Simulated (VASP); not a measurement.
# CuI (Cmcm) in VASP: further runs, part 3 of 3

VASP 6.6.1. The steps go on from the part before.

## (6) Single point, r2SCAN+rVV10

This run uses another cell than the first one, of 27.21 Å³/atom, 1.072 times its volume.

POSCAR reads:

```
CuI
1.0
    3.5037460169     -3.5931533413      0.0000000000
    3.5037460169      3.5931533413      0.0000000000
    0.0000000000      0.0000000000      4.3220096347
Cu I
2 2
Direct
    0.4168025267      0.5831974733      0.7500000000
    0.5831974733      0.4168025267      0.2500000000
    0.7779467443      0.2220532557      0.7500000000
    0.2220532557      0.7779467443      0.2500000000
```

INCAR.step1 reads:

```
ALGO     = Normal         # electronic algorithm
EDIFF    = 1E-4           # SCF threshold, eV
ENCUT    = 520            # plane-wave cutoff, eV
GGA      = PE             # functional
ISMEAR   = -1             # smearing method
LASPH    = T              # aspherical terms in the spheres
LCHARG   = F              # write CHGCAR
LREAL    = F              # projectors in reciprocal space
LWAVE    = T              # write WAVECAR
NBANDS   = 26             # bands
NELM     = 60             # most SCF steps
PREC     = Accurate       # precision mode
SIGMA    = 0.02           # smearing width, eV
```

INCAR.step2 reads:

```
ALGO     = Normal         # electronic algorithm
BPARAM   = 11.95        
CPARAM   = 0.0093       
EDIFF    = 1E-7           # SCF threshold, eV
ENCUT    = 520            # plane-wave cutoff, eV
ISIF     = 2              # what is computed and relaxed
ISMEAR   = -1             # smearing method
ISTART   = 1            
IVDW_NL  = 2            
LASPH    = T              # aspherical terms in the spheres
LCHARG   = T              # write CHGCAR
LELF     = T              # ELF
LMIXTAU  = T            
LREAL    = F              # projectors in reciprocal space
LUSE_VDW = T            
LVHAR    = T            
LWAVE    = F              # write WAVECAR
METAGGA  = R2SCAN         # meta-GGA
NBANDS   = 26             # bands
NELM     = 60             # most SCF steps
PREC     = Accurate       # precision mode
SIGMA    = 0.02           # smearing width, eV
```

KPOINTS reads:

```
k-points
0
Gamma
  6 6 6
```

Potentials or basis: VASP PAW PBE potentials, release 64 (Cu, I).

On the command line:

```console
$ cat potpaw_PBE.64/Cu/POTCAR potpaw_PBE.64/I/POTCAR > POTCAR
$ cp INCAR.step1 INCAR
$ mpirun -np 1 vasp_std > vasp.out
$ cp INCAR.step2 INCAR
$ mpirun -np 1 vasp_std > vasp.out
```

It took 4.2 min on 1 thread of Intel Xeon 6975P-C (Granite Rapids), shared host; peak memory 0.5 GiB.

It converged, with:

```yaml
Free_energy: -70.2347 eV
Pressure: 0.2 GPa
Largest_force: 0.036 eV/Å
Band_gap_on_the_k_mesh: 1.32 eV, direct
```

Forces on the atoms (eV/Å):
```
Cu   0.000  0.036  0.000
Cu   0.000 -0.036  0.000
I    0.000 -0.022  0.000
I    0.000  0.022  0.000
```

Stress tensor (GPa, compression positive):
```
0.13 0.00 0.00
0.00 0.27 0.00
0.00 0.00 0.27
```

Levels at points of the mesh, in eV from the valence-band top:
| k point | band 14 | band 15 | band 16 | band 17 | band 18 | band 19 | band 20 | band 21 | band 22 | band 23 |
| --- | --- | --- | --- | --- | --- | --- | --- | --- | --- | --- |
| (0.00, 0.00, 0.00) | -1.92 | -1.87 | -1.59 | -0.98 | 0.00 | 1.32 | 1.73 | 2.44 | 4.99 | 5.35 |
| (0.50, 0.00, 0.00) | -1.97 | -1.89 | -1.43 | -1.40 | -0.54 | 2.90 | 3.42 | 3.93 | 4.04 | 5.80 |
| (0.50, 0.50, 0.00) | -2.07 | -1.88 | -1.20 | -0.79 | -0.29 | 1.81 | 3.07 | 4.16 | 5.34 | 6.29 |
| (0.00, 0.00, 0.50) | -2.04 | -1.91 | -1.91 | -1.77 | -1.77 | 4.06 | 4.06 | 4.08 | 4.08 | 6.35 |
| (0.50, 0.00, 0.50) | -2.06 | -1.92 | -1.92 | -1.36 | -1.36 | 2.32 | 2.32 | 3.73 | 3.73 | 8.05 |
| (0.50, 0.50, 0.50) | -2.12 | -1.88 | -1.88 | -1.74 | -1.74 | 4.45 | 4.45 | 5.35 | 5.35 | 7.40 |

Caveat: the PAW data sets were made with another functional, which shifts forces and pressure a little; spin-orbit coupling is left out, which moves the levels of the heavy elements.

## (7) Single point, r2SCAN

This run uses another cell than the first one, of 27.21 Å³/atom, 1.072 times its volume.

POSCAR is that of step 6.

INCAR.step1 reads:

```
SYSTEM = CuI
  ALGO = Normal
  EDIFF = 1E-4
  ENCUT = 520
  GGA = PE
  ISMEAR = 0
  LASPH = .TRUE.
  LCHARG = .FALSE.
  LREAL = .FALSE.
  LWAVE = .TRUE.
  NBANDS = 26
  NELM = 80
  PREC = Accurate
  SIGMA = 0.01
```

INCAR.step2 reads:

```
SYSTEM = CuI
  ALGO = Normal
  EDIFF = 1E-6
  ENCUT = 520
  ISIF = 2
  ISMEAR = 0
  ISTART = 1
  LASPH = .TRUE.
  LCHARG = .FALSE.
  LMIXTAU = .TRUE.
  LREAL = .FALSE.
  LWAVE = .FALSE.
  METAGGA = R2SCAN
  NBANDS = 26
  NELM = 80
  PREC = Accurate
  SIGMA = 0.01
```

KPOINTS reads:

```
k-points
0
G
  6 6 6
  0 0 0
```

On the command line:

```console
$ cat potpaw_PBE.64/Cu/POTCAR potpaw_PBE.64/I/POTCAR > POTCAR
$ cp INCAR.step1 INCAR
$ mpirun -np 1 vasp_std > vasp.out
$ cp INCAR.step2 INCAR
$ mpirun -np 1 vasp_std > vasp.out
```

Run time: 3.3 min. Hardware: 1 thread of Intel Xeon 6975P-C (Granite Rapids), shared host; peak memory 0.31 GiB.

Results (log left out):

* Free energy: -71.3385 eV
* Pressure: 1.0 GPa
* Largest force: 0.036 eV/Å
* Band gap on the k mesh: 1.36 eV, direct

Forces in eV/Å, atoms in the order of the input:
```
Cu   0.000  0.036  0.000
Cu   0.000 -0.036  0.000
I    0.000  0.012  0.000
I    0.000 -0.012  0.000
```

Levels at points of the mesh, in eV from the valence-band top:
```
           k point  band 16  band 17  band 18  band 19  band 20  band 21
(0.00, 0.00, 0.00)    -1.59    -0.97     0.00     1.36     1.79     2.47
(0.50, 0.00, 0.00)    -1.42    -1.39    -0.54     2.93     3.43     3.98
(0.50, 0.50, 0.00)    -1.20    -0.78    -0.29     1.84     3.10     4.19
(0.00, 0.00, 0.50)    -1.90    -1.77    -1.77     4.08     4.08     4.13
(0.50, 0.00, 0.50)    -1.92    -1.36    -1.36     2.36     2.36     3.77
(0.50, 0.50, 0.50)    -1.88    -1.74    -1.74     4.46     4.46     5.39
```

Caveat: the PAW data sets were made with another functional, which shifts forces and pressure a little; spin-orbit coupling is left out, which moves the levels of the heavy elements.

## (8) Summary

```tsv
level	potentials or basis	cell	k mesh	smearing	gap on the mesh (eV)	pressure (GPa)	largest force (eV/Å)
PBE+D3(BJ)	VASP PAW PBE potentials, release 64 (Cu, I)	a = 4.826, b = 4.826, c = 4.367 Å, angles 90.0, 90.0, 93.1°, 4 atoms	4 × 4 × 6	fermi-dirac 0.02 eV	0.88	0.1	0.01
PBE+D4	VASP PAW PBE potentials, release 64 (Cu, I)	a = 4.846, b = 4.846, c = 4.365 Å, angles 90.0, 90.0, 92.9°, 4 atoms	6 × 6 × 6	fermi-dirac 0.02 eV	0.88	0.1	0.01
PBE	VASP PAW PBE potentials, release 64 (Cu, I)	a = 5.019, b = 5.019, c = 4.322 Å, angles 90.0, 90.0, 91.4°, 4 atoms	6 × 6 × 6	fermi-dirac 0.02 eV	0.96	2.3	0.16
LDA	VASP PAW LDA potentials, release 64 (Cu, I)	a = 5.019, b = 5.019, c = 4.322 Å, angles 90.0, 90.0, 91.4°, 4 atoms	6 × 6 × 6	gaussian 0.01 eV	0.83	-2.6	0.32
r2SCAN+rVV10	VASP PAW PBE potentials, release 64 (Cu, I)	a = 5.019, b = 5.019, c = 4.322 Å, angles 90.0, 90.0, 91.4°, 4 atoms	6 × 6 × 6	fermi-dirac 0.02 eV	1.32	0.2	0.04
r2SCAN	VASP PAW PBE potentials, release 64 (Cu, I)	a = 5.019, b = 5.019, c = 4.322 Å, angles 90.0, 90.0, 91.4°, 4 atoms	6 × 6 × 6	gaussian 0.01 eV	1.36	1.0	0.04
```

Alike in all rows: task single point; no spin polarisation; cutoff (eV) 520.

Caveats: spin-orbit coupling is left out, which moves the levels of the heavy elements; the PAW data sets were made with another functional, which shifts forces and pressure a little (some runs).

Absolute energies hang on the potentials; compare differences alone.
